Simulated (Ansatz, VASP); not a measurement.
# Two plane-wave programs on Ru

Contents of INCAR:

```
SYSTEM = Ru
PREC = Accurate ; ENCUT = 520
EDIFF = 1E-6 ; ISMEAR = -1
SIGMA = 0.1 ; LREAL = .FALSE.
LASPH = .TRUE. ; NELM = 60
ALGO = Normal ; ISIF = 2
LWAVE = .FALSE. ; LCHARG = .TRUE.
GGA = RP ; LELF = .TRUE.
LVHAR = .TRUE. ; NBANDS = 13
```

File KPOINTS:

```
regular mesh
0
G
  14 14 14
  0 0 0
```

File POSCAR:

```
Ru
1.0
    2.5598453782      0.0000000000      0.0000000000
    0.0000000000      2.5598453782      0.0000000000
    0.0000000000      0.0000000000      2.5598453782
Ru
1
Direct
    0.0000000000      0.0000000000      0.0000000000
```

Input for Ansatz:

```yaml
crystal:
  lattice:
    - [2.5598453782, 0.0, 0.0]
    - [0.0, 2.5598453782, 0.0]
    - [0.0, 0.0, 2.5598453782]
  atoms:
    - { symbol: Ru, position: [0.0, 0.0, 0.0] }
hamiltonian:
  xc: rpbe
  pseudopotentials:
    kind: paw
    azcp:
      Ru: "pseudopotentials/Ru.paw.azcp"
basis:
  ecutwfc: 420
  fft_grid_basis: typed
kpoints:
  mp_grid: { grid: [14, 14, 14], shift: [0, 0, 0] }
magnetization:
  spin_polarized: false
scf:
  occupations: { method: fermi_dirac, width: 0.1 }
  lower_state_search: "off"
output:
  stress: true
  write_density: true
  write_potential: true
  elf: true
  volumetric_format: npy
```

Alike in both runs: task single point; functional RPBE; k mesh 14 × 14 × 14; occupations fermi-dirac, width 0.1 eV; no spin polarisation.

```csv
,VASP,Ansatz
version,VASP 6.6.1,Ansatz 0.2.0
potentials or method,"VASP PAW PBE potentials, release 64 (Ru_pv), cutoff 520 eV","plane waves (420 eV) with PAW, scalar-relativistic"
valence electrons in the cell,14,16
```

|  | VASP | Ansatz | Ansatz less VASP |
| --- | --- | --- | --- |
| pressure (GPa) | -7.2 | -7.2 | -0.03 |

VASP's potentials were made for PBE, not for RPBE. VASP's potentials hold 14 valence electrons a cell and Ansatz's 16, so a difference there can come from the potentials and not from the codes.
